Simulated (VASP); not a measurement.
Input of a VASP 6.6.1 run:

File INCAR:

```
PREC = Accurate
ENCUT = 520
EDIFF = 1E-6
ISMEAR = 0
SIGMA = 0.1
LREAL = False
LASPH = True
NELM = 60
ALGO = Normal
ISIF = 2
LWAVE = False
LCHARG = False
LDIPOL = True
IDIPOL = 3
DIPOL = 0.5 0.5 0.503
GGA = PE
NBANDS = 36
```

The input KPOINTS:

```
regular mesh
0
Gamma
  24 24 1
```

The input POSCAR:

```
Pb
1.0
    3.4928246600      0.0000000000      0.0000000000
   -1.7464123300      3.0248748800      0.0000000000
    0.0000000000      0.0000000000     26.5556381454
Pb
4
Direct
    0.6666666663      0.3333333337      0.3389110799
    0.3333333337      0.6666666674      0.4463036900
    0.0000000000      0.0000000000      0.5609976142
    0.6666666663      0.3333333337      0.6654620758
```

Potentials or basis: VASP PAW PBE potentials, release 64 (Pb_d).

The run is started by

```console
$ cat potpaw_PBE.64/Pb_d/POTCAR > POTCAR
$ mpirun -np 1 vasp_std > vasp.out
```

Question: Estimate the band gap on the k mesh.

Answer: Zero (bands 28 and 29 overlap by 4.43 eV).

Question: Estimate the largest force.

Answer: 0.082 eV/Å.

Forces in eV/Å, atoms in the order of the input:
```
Pb   0.000  0.000  0.049
Pb   0.000  0.000 -0.054
Pb   0.000  0.000 -0.078
Pb   0.000  0.000  0.082
```

Caveat: spin-orbit coupling is left out, which moves the levels of the heavy elements.
